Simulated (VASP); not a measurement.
Crystal: InSe (lda).

```
In Se
1.0
     4.04733    0.00000    0.00000
    -2.02366    3.50509    0.00000
     0.00000    0.00000   18.05206
In Se
4 4
Direct
  0.00000 0.00000 0.57739
  0.00000 0.00000 0.42261
  0.33333 0.66667 0.92261
  0.33333 0.66667 0.07739
  0.66667 0.33333 0.85300
  0.66667 0.33333 0.14700
  0.33333 0.66667 0.64702
  0.33333 0.66667 0.35298
```

| Property | Result |
| --- | --- |
| Program | VASP 6.6.1 |
| Task | relaxation of cell and atoms |
| Functional | LDA |
| Potentials or basis | VASP PAW LDA potentials, release 64 (In_d, Se) |
| Cutoff | 600 eV |
| k mesh | 12 × 12 × 2 |
| Occupations | gaussian, width 0.02 eV |
| Spin | no spin polarisation |

At the start: pressure -2.2 GPa; volume 32.01 Å³/atom.

Problem. Where does the relaxation end?

Solution. Over 40 steps the energy falls by 26.9 meV/atom and the volume is 27.86 Å³/atom (-13.0 %); space group P-6m2 (No. 187, to 0.05 Å).

Step by step:
| step | energy change (eV) | largest force (eV/Å) | pressure (GPa) | volume (Å³) |
| --- | --- | --- | --- | --- |
| 1 | 0.0000 | 0.1268 | -2.16 | 256.09 |
| 2 | -0.0664 | 0.4153 | 0.94 | 240.42 |
| 3 | -0.0805 | 0.2476 | -0.06 | 244.85 |
| 4 | -0.0936 | 0.1720 | -0.03 | 243.20 |
| 5 | -0.0957 | 0.1479 | -0.01 | 242.18 |
| 6 | -0.1034 | 0.1234 | -0.05 | 241.26 |
| 7 | -0.1074 | 0.0939 | -0.11 | 239.94 |
| 8 | -0.1156 | 0.0670 | 0.07 | 238.19 |
| 9 | -0.1332 | 0.1888 | 0.64 | 232.94 |
| 10 | -0.1271 | 0.4290 | 2.05 | 222.60 |
| 11 | -0.1375 | 0.2883 | 1.17 | 228.83 |
| 12 | -0.1389 | 0.2873 | 1.16 | 228.68 |
| 13 | -0.1431 | 0.2844 | 1.16 | 228.24 |
| 14 | -0.1513 | 0.2779 | 1.14 | 227.37 |
| 15 | -0.1662 | 0.2645 | 1.12 | 225.61 |
| 16 | -0.1887 | 0.2315 | 1.13 | 222.08 |
| 17 | -0.1802 | 0.1757 | 1.48 | 214.91 |
| 18 | -0.1953 | 0.2055 | 1.25 | 219.33 |
| 19 | -0.2070 | 0.1277 | 0.77 | 220.94 |
| 20 | -0.2139 | 0.0414 | -0.02 | 223.72 |
| 21 | -0.2140 | 0.0319 | 0.03 | 223.52 |
| 22 | -0.2140 | 0.0279 | 0.06 | 223.43 |
| 23 | -0.2141 | 0.0238 | 0.05 | 223.46 |
| 24 | -0.2143 | 0.0158 | 0.03 | 223.55 |
| 25 | -0.2145 | 0.0234 | 0.00 | 223.74 |
| 26 | -0.2146 | 0.0160 | -0.03 | 223.76 |
| 27 | -0.2146 | 0.0112 | -0.05 | 223.78 |
| 28 | -0.2147 | 0.0141 | -0.01 | 223.55 |
| 29 | -0.2148 | 0.0199 | 0.05 | 223.16 |
| 30 | -0.2149 | 0.0180 | 0.06 | 223.10 |
| 31 | -0.2150 | 0.0123 | 0.05 | 222.95 |
| 32 | -0.2151 | 0.0021 | 0.03 | 222.64 |
| 33 | -0.2151 | 0.0028 | 0.04 | 222.68 |
| 34 | -0.2150 | 0.0068 | 0.04 | 222.79 |
| 35 | -0.2151 | 0.0038 | 0.04 | 222.71 |
| 36 | -0.2151 | 0.0052 | 0.00 | 222.88 |
| 37 | -0.2151 | 0.0055 | 0.00 | 222.90 |
| 38 | -0.2151 | 0.0049 | 0.00 | 222.89 |
| 39 | -0.2151 | 0.0048 | 0.00 | 222.89 |
| 40 | -0.2151 | 0.0019 | 0.00 | 222.90 |

Final structure:
```cif
data_structure
_symmetry_space_group_name_H-M 'P 1'
_symmetry_Int_Tables_number 1
_cell_length_a 3.9747
_cell_length_b 3.9747
_cell_length_c 16.2912
_cell_angle_alpha 90.000
_cell_angle_beta 90.000
_cell_angle_gamma 120.000
_cell_volume 222.90
loop_
_atom_site_label
_atom_site_type_symbol
_atom_site_fract_x
_atom_site_fract_y
_atom_site_fract_z
_atom_site_occupancy
In1 In 0.00000 0.00000 0.58422 1
In2 In 0.00000 0.00000 0.41578 1
In3 In 0.33333 0.66667 0.91576 1
In4 In 0.33333 0.66667 0.08424 1
Se1 Se 0.66667 0.33333 0.83771 1
Se2 Se 0.66667 0.33333 0.16229 1
Se3 Se 0.33333 0.66667 0.66219 1
Se4 Se 0.33333 0.66667 0.33781 1
```
